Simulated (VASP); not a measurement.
Write the native input for VASP 6.6.1 that does the following.

```
Task                   : single point
Functional             : r2SCAN
Potentials or basis    : VASP PAW PBE potentials, release 64 (Pt, Al)
Cutoff                 : 550 eV
k mesh                 : 10 × 10 × 10
Occupations            : fermi-dirac, width 0.1 eV
Spin                   : no spin polarisation
Dipole correction      : no
Further INCAR settings : ALGO = Normal; EDIFF = 1e-06; NBANDS = 15
```

The system is Al2Pt.

```xyz
3
Lattice="0.0000 2.9226 2.9226 2.9226 0.0000 2.9226 2.9226 2.9226 0.0000" Properties=species:S:1:pos:R:3 pbc="T T T"
Pt    0.0000    0.0000    0.0000
Al    1.4613    1.4613    1.4613
Al    4.3839    4.3839    4.3839
```

One way to write it, as run:

POSCAR

```
Al2Pt
1.0
    0.0000000000      2.9226190000      2.9226190000
    2.9226190000      0.0000000000      2.9226190000
    2.9226190000      2.9226190000      0.0000000000
Pt Al
1 2
Direct
    0.0000000000      0.0000000000      0.0000000000
    0.2500000000      0.2500000000      0.2500000000
    0.7500000000      0.7500000000      0.7500000000
```

INCAR.step1

```
SYSTEM = Al2Pt
PREC = Accurate
ENCUT = 550
ISMEAR = -1
SIGMA = 0.1
LREAL = .False.
LASPH = .True.
NELM = 120
NBANDS = 15
GGA = PE
ALGO = Normal
EDIFF = 1E-5
LWAVE = .True.
LCHARG = .False.
GGA_COMPAT = .False.
```

INCAR.step2

```
SYSTEM = Al2Pt
PREC = Accurate
ENCUT = 550
EDIFF = 1E-6
ISMEAR = -1
SIGMA = 0.1
LREAL = .False.
LASPH = .True.
NELM = 120
ALGO = Normal
ISIF = 2
LWAVE = .False.
LCHARG = .False.
METAGGA = R2SCAN
LMIXTAU = .True.
NBANDS = 15
ISTART = 1
GGA_COMPAT = .False.
```

KPOINTS

```
regular mesh
0
Gamma
  10 10 10
  0 0 0
```

Potentials or basis: VASP PAW PBE potentials, release 64 (Pt, Al).

Run with:

```console
$ cat potpaw_PBE.64/Pt/POTCAR potpaw_PBE.64/Al/POTCAR > POTCAR
$ cp INCAR.step1 INCAR
$ mpirun -np 1 vasp_std > vasp.out
$ cp INCAR.step2 INCAR
$ mpirun -np 1 vasp_std > vasp.out
```

It gave:

```
Pressure               : 4.3 GPa
Band gap on the k mesh : zero (band 8 reaches 12.19 eV, above the bottom of band 9 at 6.42 eV)
```

Caveat: the PAW data sets were made with another functional, which shifts forces and pressure a little; spin-orbit coupling is left out, which moves the levels of the heavy elements.

Wall time 76 s on 1 thread of Intel(R) Xeon(R) Platinum 8375C CPU @ 2.90GHz (Ice Lake), on a shared host, peak memory 0.21 GiB.
